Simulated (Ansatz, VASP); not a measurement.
# One calculation of AlFe, two programs

```
Al Fe
1.0
     2.81566    0.00000    0.00000
     0.00000    2.81566    0.00000
     0.00000    0.00000    2.81566
Al Fe
1 1
Direct
  0.00000 0.00000 0.00000
  0.50000 0.50000 0.50000
```

Alike in both runs: task single point; functional LDA; k mesh 16 × 16 × 16; occupations gaussian, width 0.05 eV; collinear spin.

```csv
,VASP,Ansatz
version,VASP 6.6.1,Ansatz 0.2.0
potentials or method,"VASP PAW LDA potentials, release 64 (Al, Fe), cutoff 520 eV","scalar-relativistic, plane waves, PAW"
valence electrons in the cell,11,19
```

|  | VASP | Ansatz | Ansatz less VASP |
| --- | --- | --- | --- |
| gap on the k mesh at the Fermi level (eV) | none | none | - |
| pressure (GPa) | 0.4 | 0.0 | -0.37 |
| net moment per atom (μB) | 0.32 | 0.32 | +0.007 |
| size of the moment on the site where the two differ most (μB) | 0.65 | 0.66 | +0.008 |

LDA's correlation is that of Perdew and Zunger in VASP and of Perdew and Wang (1992) in Ansatz. Site moments also hang on the region over which each program counts them. A gap of «none» marks a metal or a gap that the smearing closes. VASP's potentials hold 11 valence electrons a cell and Ansatz's 19, so a difference there can come from the potentials and not from the codes.
